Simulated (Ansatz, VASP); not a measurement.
## WSe2 in VASP and in Ansatz

File INCAR:

```
SYSTEM = WSe2
  PREC = Accurate
  ENCUT = 520
  EDIFF = 1E-6
  ISMEAR = 0
  SIGMA = 0.05
  LREAL = .False.
  LASPH = .True.
  NELM = 60
  ALGO = Normal
  ISIF = 2
  LWAVE = .False.
  LCHARG = .False.
  GGA = PE
  IVDW = 12
  NBANDS = 20
```

The input KPOINTS:

```
Automatic mesh
0
Gamma
  9 9 4
  0 0 0
```

POSCAR

```
WSe2
1.0
    3.2789854936      0.0000000000      0.0000000000
   -1.6394927468      2.8396847361      0.0000000000
    0.0000000000      0.0000000000      7.0056191088
W Se
1 2
Direct
    0.0000000000      0.0000000000      0.0000000000
    0.3333333333      0.6666666667      0.2048671987
    0.3333333333      0.6666666667      0.7951328013
```

Input for Ansatz:

```yaml
crystal:
  lattice:
    - [3.2789854936, 0.0, 0.0]
    - [-1.6394927468, 2.8396847361, 0.0]
    - [0.0, 0.0, 7.0056191088]
  atoms:
    - { symbol: W, position: [0.0, 0.0, 0.0] }
    - { symbol: Se, position: [0.3333333333, 0.6666666667, 0.2048671987] }
    - { symbol: Se, position: [0.3333333333, 0.6666666667, 0.7951328013] }
basis:
  ecutwfc: 420
kpoints:
  mp_grid: { grid: [9, 9, 4] }
hamiltonian:
  xc: pbe
  pseudopotentials: { kind: paw, azcp: { folder: soft_1 } }
  dispersion: d3bj
scf:
  occupations: { method: gaussian, width: 0.05 }
output:
  forces: true
  stress: true
  eigenvalues: true
```

Alike in both runs: task single point; functional PBE; dispersion D3(BJ); k mesh 9 × 9 × 4; occupations gaussian, width 0.05 eV; no spin polarisation.

|  | VASP | Ansatz |
| --- | --- | --- |
| version | VASP 6.6.1 | Ansatz 0.2.0 |
| potentials or method | VASP PAW PBE potentials, release 64 (W_sv, Se), cutoff 520 eV | scalar-relativistic, plane waves, PAW |
| valence electrons in the cell | 26 | 46 |

```csv
,VASP,Ansatz,Ansatz less VASP
gap on the k mesh at the Fermi level (eV),none,none,-
pressure (GPa),27.4,26.8,-0.61
"traceless stress, the component that is largest in VASP (GPa)",14.64,14.53,-0.116
rms of the force components (eV/Å),2.938,2.890,-0.0487
```

Atom by atom the forces differ by 0.049 eV/Å (rms over components). A gap of «none» marks a metal or a gap that the smearing closes. VASP's potentials hold 26 valence electrons a cell and Ansatz's 46, so a difference there can come from the potentials and not from the codes.

Spin-orbit coupling is off throughout.
